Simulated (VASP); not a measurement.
# HC12 in VASP: single point with PBEsol

Aim: the single point of HC12 with PBEsol.

All numbers are computed with VASP 6.6.1; they aren't measurements. Logs are shortened: lines on timing, memory, paths and dates and some standing lists are left out, and cuts for length are marked.

## Step 1: The cell of the first run

The cell holds a slab with vacuum, 13 atoms: a = 2.513 Å, b = 3.554 Å, c = 25.282 Å, α = 90.00°, β = 90.00°, γ = 90.00°.

## Step 2: Single point, PBEsol, collinear spin

INCAR reads:

```
ALGO = Normal ; DIPOL = 0.5 0.5 0.473
EDIFF = 1E-7 ; ENCUT = 520
GGA = PS ; IDIPOL = 3
ISIF = 2 ; ISMEAR = 0
ISPIN = 2 ; LASPH = T
LCHARG = F ; LDIPOL = T
LORBIT = 11 ; LREAL = F
LWAVE = F ; MAGMOM = 0 0 0 0 0 0 0 0 0 0 0 0 1
NBANDS = 40 ; NELM = 150
PREC = Accurate ; SIGMA = 0.05
```

KPOINTS reads:

```
k-points
0
Gamma
  11 8 1
```

POSCAR reads:

```
HC12
1.0
    2.5129226041      0.0000000000      0.0000000000
    0.0000000000      3.5538092279      0.0000000000
    0.0000000000      0.0000000000     25.2823065103
C H
12 1
Direct
    0.5000000000      0.0000000000      0.3362035025
    0.0000000000      0.2500000000      0.3362035025
    0.0000000000      0.5000000000      0.3859007602
    0.5000000000      0.7500000000      0.3859007602
    0.5000000000      0.0000000000      0.4355980179
    0.0000000000      0.2500000000      0.4355980179
    0.0000000000      0.5007089608      0.4849716130
    0.5000000000      0.7495027777      0.4855022588
    0.5000000000      0.0013645994      0.5350392624
    0.0000000000      0.2468701721      0.5358186290
    0.0000000000      0.5152190514      0.5811212117
    0.5000000000      0.7350090467      0.5856008566
    0.5000000000     -0.0764367058      0.6204518360
```

Potentials or basis: VASP PAW PBE potentials, release 64 (C, H).

On the command line:

```bash
$ cat potpaw_PBE.64/C/POTCAR potpaw_PBE.64/H/POTCAR > POTCAR
$ mpirun -np 1 vasp_std > vasp.out
```

OUTCAR:

```text
EDIFF = 1E-7
   ENCUT = 520
   GGA = PS
   ISIF = 2
   ISMEAR = 0
   ISPIN = 2
   LASPH = T
   LORBIT = 11
   LREAL = F
   NELM = 150
   PREC = Accurate

 ion  position               nearest neighbor table
   1  0.500  0.000  0.336-   4 1.54   2 1.54   2 1.54
   2  0.000  0.250  0.336-   3 1.54   1 1.54   1 1.54
   3  0.000  0.500  0.386-   6 1.54   2 1.54   4 1.54   4 1.54
   4  0.500  0.750  0.386-   5 1.54   1 1.54   3 1.54   3 1.54
   5  0.500  0.000  0.436-   4 1.54   6 1.54   6 1.54   8 1.54
   6  0.000  0.250  0.436-   7 1.53   3 1.54   5 1.54   5 1.54
   7  0.000  0.501  0.485-   6 1.53   8 1.54   8 1.54  10 1.57
   8  0.500  0.750  0.486-   7 1.54   7 1.54   9 1.54   5 1.54
   9  0.500  0.001  0.535-  10 1.53  10 1.53   8 1.54  12 1.59
  10  0.000  0.247  0.536-  11 1.49   9 1.53   9 1.53   7 1.57
  11  0.000  0.515  0.581-  12 1.48  12 1.48  10 1.49
  12  0.500  0.735  0.586-  13 1.11  11 1.48  11 1.48   9 1.59
  13  0.500  0.924  0.620-  12 1.11

  LATTYP: Found a simple orthorhombic cell.
 ALAT       =     2.5129226041
 B/A-ratio  =     1.4142135624
 C/A-ratio  =    10.0609173036

  Lattice vectors:

 A1 = (   2.5129226041,   0.0000000000,   0.0000000000)
 A2 = (   0.0000000000,   3.5538092279,   0.0000000000)
 A3 = (   0.0000000000,   0.0000000000,  25.2823065103)

Analysis of symmetry for initial positions (statically):
=====================================================================
 Subroutine PRICEL returns:
 Original cell was already a primitive cell.

 Routine SETGRP: Setting up the symmetry group for a
 simple orthorhombic supercell.

 Subroutine GETGRP returns: Found  2 space group operations
 (whereof  2 operations were pure point group operations)
 out of a pool of  8 trial point group operations.

The static configuration has the point symmetry C_1h.

Analysis of symmetry for dynamics (positions and initial velocities):
=====================================================================
 Subroutine PRICEL returns:
 Original cell was already a primitive cell.

 Routine SETGRP: Setting up the symmetry group for a
 simple orthorhombic supercell.

 Subroutine GETGRP returns: Found  2 space group operations
 (whereof  2 operations were pure point group operations)
 out of a pool of  8 trial point group operations.

The dynamic configuration has the point symmetry C_1h.

Analysis of structural, dynamic, and magnetic symmetry:
=====================================================================
 Subroutine PRICEL returns:
 Original cell was already a primitive cell.

 Routine SETGRP: Setting up the symmetry group for a
 simple orthorhombic supercell.

 Subroutine GETGRP returns: Found  2 space group operations
 (whereof  2 operations were pure point group operations)
 out of a pool of  8 trial point group operations.

The overall configuration has the point symmetry C_1h.

 Subroutine INISYM returns: Found  2 space group operations
 (whereof  2 operations are pure point group operations),
 and found     1 'primitive' translations

----------------------------------------------------------------------------------------

                                     Primitive cell

  volume of cell :     225.7823

  direct lattice vectors                    reciprocal lattice vectors
     2.512922604  0.000000000  0.000000000     0.397943016  0.000000000  0.000000000
     0.000000000  3.553809228  0.000000000     0.000000000  0.281388205  0.000000000
     0.000000000  0.000000000 25.282306510     0.000000000  0.000000000  0.039553353

  length of vectors
     2.512922604  3.553809228 25.282306510     0.397943016  0.281388205  0.039553353

  position of ions in fractional coordinates (direct lattice)
     0.500000000  0.000000000  0.336203502
     0.000000000  0.250000000  0.336203502
     0.000000000  0.500000000  0.385900760
     0.500000000  0.750000000  0.385900760
     0.500000000  0.000000000  0.435598018
     0.000000000  0.250000000  0.435598018
     0.000000000  0.500708961  0.484971613
     0.500000000  0.749502778  0.485502259
     0.500000000  0.001364599  0.535039262
[... 98 lines left out ...]
   ISIF   =      2    stress and relaxation
   ISYM   =      2    0-nonsym 1-usesym 2-fastsym
   POTIM  = 0.5000    time-step for ionic-motion
   TEBEG  =    0.0;   TEEND  =   0.0 temperature during run
   PSTRESS=    0.0 pullay stress
   NELECT =      49.0000    total number of electrons
   NUPDOWN=      -1.0000    fix difference up-down
   EMIN   =  10.00;   EMAX   =-10.00  energy-range for DOS
   EFERMI =   0.00;   METHOD = LEGACY
   ISMEAR =     0;   SIGMA  =   0.05  broadening in eV -4-tet -1-fermi 0-gaus
   EFERMI_NEDOS =   21; number of points for ismear=-14 and -15
   IALGO  =     38    algorithm
   IMIX   =      4    mixing-type and parameters
     AMIX     =   0.40;   BMIX     =  1.00
     AMIX_MAG =   1.60;   BMIX_MAG =  1.00
  volume/ion in A,a.u.               =      17.37       117.20
  Fermi-wavevector in a.u.,A,eV,Ry     =   0.983808  1.859127 13.168774  0.967878
  Thomas-Fermi vector in A             =   2.114993
   LORBIT       =     11    0 simple, 1 ext, 2 COOP (PROOUT), +10 PAW based schemes
   GGA     = PS    functional components
   LHFCALC =     F    Hartree Fock is set to
   AEXX    =    0.0000 exact exchange contribution
   IVDW    =     0    specifies the selected vdW correction
   LEPSILON=     F    determine dielectric tensor
   LRPA    =     F    only Hartree local field effects (RPA)
 spin polarized calculation
 Gauss-broadening in eV      SIGMA  =   0.05
  energy-cutoff  :      520.00
  volume of cell :      225.78
 maximum number of plane-waves:      6120
 NGX is ok and might be reduce to    20
   NGX =  9   NGY = 13   NGZ = 95

 number of electron      49.0000004 magnetization       0.9515416

 dipolmoment           0.000000      0.000000     -0.096717 electrons x Angstroem

 Free energy of the ion-electron system (eV)
  ---------------------------------------------------
  ext. energy  EPLUGINS =         0.00000000
  ---------------------------------------------------
  free energy    TOTEN  =      -113.34349081 eV

  energy without entropy =     -113.34259317  energy(sigma->0) =     -113.34304199

 E-fermi :   0.1457     XC(G=0):  -4.8868

 val. band max:        0.1376494949   @ k =   0.0909   0.0000   0.0000
 cond. band min:       0.1960743431   @ k =   0.4545   0.1250   0.0000
 fundamental gap:      0.0584248483
 Fermi energy:         0.1457341552

 spin component 1

 k-point     1 :       0.0000    0.0000    0.0000
  band No.  band energies     occupation
      1     -21.9755      1.00000
      2     -20.5948      1.00000
      3     -18.5344      1.00000
      4     -16.0487      1.00000
      5     -13.9513      1.00000
      6     -13.3424      1.00000
[... 925 lines left out ...]
     35       8.9255      0.00000
     36       9.2920      0.00000

 [... further k-points ...]

 spin component 2

 k-point     1 :       0.0000    0.0000    0.0000
  band No.  band energies     occupation
      1     -21.9099      1.00000
      2     -20.4822      1.00000
      3     -18.4075      1.00000
      4     -15.9229      1.00000
      5     -13.8549      1.00000
      6     -13.3273      1.00000
[... 925 lines left out ...]
     35       8.9921      0.00000
     36       9.3580      0.00000

 [... further k-points ...]

 [bands above 36 left out]

------------------------ aborting loop because EDIFF is reached ----------------------------------------

 vacuum level on the upper side and lower side of the slab       (xc-potential included)        -0.962         0.956

  FORCE on cell =-STRESS in cart. coord.  units (eV):
  Direction    XX          YY          ZZ          XY          YZ          ZX
  --------------------------------------------------------------------------------------
  -------------------------------------------------------------------------------------
  Total       -2.0784545     -0.6607029     -2.2448006      0.0000000     -0.0333162      0.0000000
  in kB      -14.7489530     -4.6884240    -15.9293643      0.0000000     -0.2364156      0.0000000
  external PRESSURE =     -11.7889138 kB  Pullay stress =       0.0000000 kB

 VOLUME and BASIS-vectors are now :
 -----------------------------------------------------------------------------
  energy-cutoff  :      520.00
  volume of cell :      225.78
      direct lattice vectors                 reciprocal lattice vectors
     2.512922604  0.000000000  0.000000000     0.397943016  0.000000000  0.000000000
     0.000000000  3.553809228  0.000000000     0.000000000  0.281388205  0.000000000
     0.000000000  0.000000000 25.282306510     0.000000000  0.000000000  0.039553353

 POSITION                                       TOTAL-FORCE (eV/Angst)
 -----------------------------------------------------------------------------------
      1.25646      0.00000      8.50000         0.000000      4.019391      1.028793
      0.00000      0.88845      8.50000         0.000000     -4.000980      1.027168
      0.00000      1.77690      9.75646         0.000000      0.942226     -1.154336
      1.25646      2.66536      9.75646         0.000000     -0.924667     -1.009389
      1.25646      0.00000     11.01292         0.000000      0.361679     -0.009479
      0.00000      0.88845     11.01292         0.000000     -0.399478      0.048972
      0.00000      1.77942     12.26120         0.000000     -0.004734     -0.002298
      1.25646      2.66359     12.27462         0.000000      0.005994      0.000037
      1.25646      0.00485     13.52703         0.000000     -0.007230      0.005808
      0.00000      0.87733     13.54673         0.000000     -0.005171     -0.012903
      0.00000      1.83099     14.69208         0.000000     -0.039937      0.037835
      1.25646      2.61208     14.80534         0.000000      0.038820      0.010526
      1.25646      3.28217     15.68645         0.000000      0.014087      0.029267
 -----------------------------------------------------------------------------------
    total drift:                                0.000000      0.000065      0.000145

  FREE ENERGIE OF THE ION-ELECTRON SYSTEM (eV)
  ---------------------------------------------------
  free  energy   TOTEN  =      -113.3434908145 eV

  energy  without entropy=     -113.3425931692  energy(sigma->0) =     -113.34304199

 vacuum level on the upper side and lower side of the slab         3.557         5.519

 total charge

# of ion       s       p       d       tot
------------------------------------------
    1        0.830   1.588   0.000   2.418
    2        0.831   1.588   0.000   2.419
    3        0.830   1.722   0.000   2.552
    4        0.829   1.724   0.000   2.553
    5        0.828   1.745   0.000   2.573
    6        0.829   1.750   0.000   2.579
    7        0.829   1.735   0.000   2.564
    8        0.826   1.751   0.000   2.577
    9        0.830   1.723   0.000   2.554
   10        0.829   1.757   0.000   2.587
   11        0.844   1.699   0.000   2.543
   12        0.836   1.768   0.000   2.604
   13        0.628   0.044   0.000   0.671
--------------------------------------------------
tot         10.600  20.594   0.000  31.195

 magnetization (x)

# of ion       s       p       d       tot
------------------------------------------
    1        0.048   0.286   0.000   0.334
    2       -0.045  -0.279   0.000  -0.324
    3        0.008   0.036   0.000   0.044
    4       -0.007  -0.032   0.000  -0.040
    5        0.005   0.025   0.000   0.030
    6       -0.003  -0.015   0.000  -0.017
    7        0.006   0.036   0.000   0.042
    8       -0.001  -0.003   0.000  -0.004
    9        0.014   0.076   0.000   0.090
   10       -0.002  -0.002   0.000  -0.004
   11        0.033   0.355   0.000   0.388
   12       -0.003  -0.002   0.000  -0.005
   13        0.010   0.001   0.000   0.011
--------------------------------------------------
tot          0.063   0.482   0.000   0.546
```

It took 30 min on 1 thread of Oxide Virtual Turin-like, shared host; peak memory 0.59 GiB.

Results:

| Property | Result |
| --- | --- |
| Free energy | -113.3435 eV |
| Largest force | 4.149 eV/Å |
| Net moment | 0.95 μB per cell |
| Site moments | C +0.33, -0.32, +0.04, -0.04, +0.03, -0.02, -0.00, +0.09, +0.39, -0.01 (each value once); H +0.01 μB |
| Valence electrons inside the program's atomic spheres | C 2.42, 2.55, 2.57, 2.58, 2.56, 2.59, 2.54, 2.60 (each value once); H 0.67 |

Forces in eV/Å, atoms in the order of the input:
```
C    0.000  4.019  1.029
C    0.000 -4.001  1.027
C    0.000  0.942 -1.154
C    0.000 -0.925 -1.009
C    0.000  0.362 -0.009
C    0.000 -0.399  0.049
C    0.000 -0.005 -0.002
C    0.000  0.006  0.000
C    0.000 -0.007  0.006
C    0.000 -0.005 -0.013
C    0.000 -0.040  0.038
C    0.000  0.039  0.011
H    0.000  0.014  0.029
```

Levels at points of the mesh, in eV from the Fermi level:
Spin up:
| k point | band 21 | band 22 | band 23 | band 24 | band 25 | band 26 | band 27 | band 28 | band 29 | band 30 |
| --- | --- | --- | --- | --- | --- | --- | --- | --- | --- | --- |
| (0.00, 0.00, 0.00) | -3.07 | -1.85 | -1.02 | -1.02 | 0.09 | 1.88 | 2.65 | 3.96 | 4.09 | 4.84 |
| (0.00, 0.50, 0.00) | -3.92 | -3.85 | -3.00 | -1.18 | -1.06 | 0.16 | 4.29 | 4.73 | 5.40 | 5.82 |
Spin down:
| k point | band 22 | band 23 | band 24 | band 25 | band 26 | band 27 |
| --- | --- | --- | --- | --- | --- | --- |
| (0.00, 0.00, 0.00) | -1.78 | -1.05 | -1.00 | 1.15 | 1.98 | 2.81 |
| (0.00, 0.50, 0.00) | -3.77 | -2.99 | -1.15 | 0.18 | 0.28 | 4.38 |

Caveat: a moment this small can come from the mesh or the smearing; the PAW data sets were made with another functional, which shifts forces and pressure a little.
